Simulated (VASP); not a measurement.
**AlN: single point with PBE**

AlN:

```
Al N
1.0
     3.31348    0.00000    0.00000
    -1.65674    2.86956    0.00000
     0.00000    0.00000    4.18759
Al N
2 2
Direct
  0.33453 0.66905 0.77291
  0.66786 0.33572 0.27291
  0.33103 0.66207 0.20587
  0.66437 0.32873 0.70587
```

This cell differs from its parent crystal: mode 4 frozen in at -0.185 Å and mode 10 at -0.013 Å (largest displacements).

```
Program                : VASP 6.6.1
Task                   : single point
Functional             : PBE
Potentials or basis    : VASP PAW PBE potentials, release 64 (Al, N)
Cutoff                 : 520 eV
k mesh                 : 9 × 9 × 6
Occupations            : gaussian, width 0.05 eV
Spin                   : no spin polarisation
Dipole correction      : no
Further INCAR settings : ALGO = Normal; EDIFF = 1e-07; NBANDS = 16
```

The pressure is 7.4 GPa. The largest force is 1.552 eV/Å. The band gap on the k mesh is 3.59 eV, direct.

Forces on the atoms (eV/Å):
```
Al   0.000 -0.253 -1.532
Al   0.000 -0.236 -1.532
N    0.000  0.235  1.532
N    0.000  0.253  1.532
```

Stress tensor (GPa, compression positive):
```
-4.55  0.00  0.00
 0.00 -4.48 -0.45
 0.00 -0.45 31.22
```

Levels at points of the mesh, in eV from the valence-band top:
```
           k point  band 4  band 5  band 6  band 7  band 8  band 9  band 10  band 11  band 12  band 13
(0.00, 0.00, 0.00)   -2.83   -2.83   -1.20   -1.20    0.00    3.59     4.63     8.65     8.65    11.77
(0.00, 0.00, 0.50)   -3.43   -2.10   -2.10   -2.01   -2.01    5.73     5.73     8.80     8.80     8.89
```

It took 46 s on 1 thread of Intel(R) Xeon(R) Platinum 8559C (Emerald Rapids), on a shared host, peak memory 0.21 GiB.

Caveat: the cell differs from its parent crystal (mode 4 frozen in at -0.185 Å and mode 10 at -0.013 Å (largest displacements)); forces of over 1 eV/Å act on the atoms, so gaps and moduli don't describe the material at rest.
